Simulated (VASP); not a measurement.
A run of VASP 6.6.1:

File INCAR:

```
PREC = Accurate
ENCUT = 520
EDIFF = 1E-7
ISMEAR = -1
SIGMA = 0.03
LREAL = F
LASPH = T
NELM = 100
ALGO = Normal
ISIF = 2
LWAVE = F
LCHARG = F
GGA = PE
NBANDS = 7
```

KPOINTS

```
Automatic mesh
0
Gamma
  23 23 23
```

The input POSCAR:

```
Be
1.0
   -1.2277574868      1.2277574868      1.2277574868
    1.2277574868     -1.2277574868      1.2277574868
    1.2277574868      1.2277574868     -1.2277574868
Be
1
Direct
    0.0000000000      0.0000000000      0.0000000000
```

Potentials or basis: VASP PAW PBE potentials, release 64 (Be).

Command:

```bash
$ cat potpaw_PBE.64/Be/POTCAR > POTCAR
$ mpirun -np 1 vasp_std > vasp.out
```

Hardware: 1 thread of AMD EPYC 7R13, on a shared host.

Task: Estimate the wall time of this run.

Result: Wall time 15 s on 1 thread of AMD EPYC 7R13, with other jobs on the host, peak memory 0.09 GiB. Counts: scf iterations 10, k points 364.
